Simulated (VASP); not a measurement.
BN, 4 atoms in the cell. The structure is hexagonal, space group P6_3/mmc (No. 194). Conventional cell: a = 2.512 Å, b = 2.512 Å, c = 8.369 Å, α = 90.00°, β = 90.00°, γ = 120.00°. Within 1.9 Å of B (site symmetry -6m2) lie 3 N at 1.45 Å. N (site symmetry -6m2) has 3 B at 1.45 Å within 1.9 Å. 

| Property | Result |
| --- | --- |
| Program | VASP 6.6.1 |
| Task | relaxation of cell and atoms |
| Functional | PBE |
| Potentials or basis | VASP PAW PBE potentials, release 64 (B_h, N_h) |
| Cutoff | 910 eV |
| k mesh | 12 × 12 × 4 |
| Occupations | gaussian, width 0.02 eV |
| Spin | no spin polarisation |
| Dipole correction | no |
| Further INCAR settings | ALGO = Normal; EDIFF = 1e-07; IBRION = 2; EDIFFG = -0.005; NSW = 100; ISIF = 3 |

Potentials or basis: VASP PAW PBE potentials, release 64 (B_h, N_h).

The run is started by

```bash
$ cat potpaw_PBE.64/B_h/POTCAR potpaw_PBE.64/N_h/POTCAR > POTCAR
$ mpirun -np 1 vasp_std > vasp.out
```

Hardware: 1 thread of AMD EPYC 9R45 96-Core Processor (Zen 5), with other jobs on the host.

**Question.** How long does it take, and how much memory?

**Answer.** Wall time 3.7 min on 1 thread of AMD EPYC 9R45 96-Core Processor (Zen 5) (shared host), peak memory 0.25 GiB. Counts: scf iterations 69, k points 57, ion steps 8.
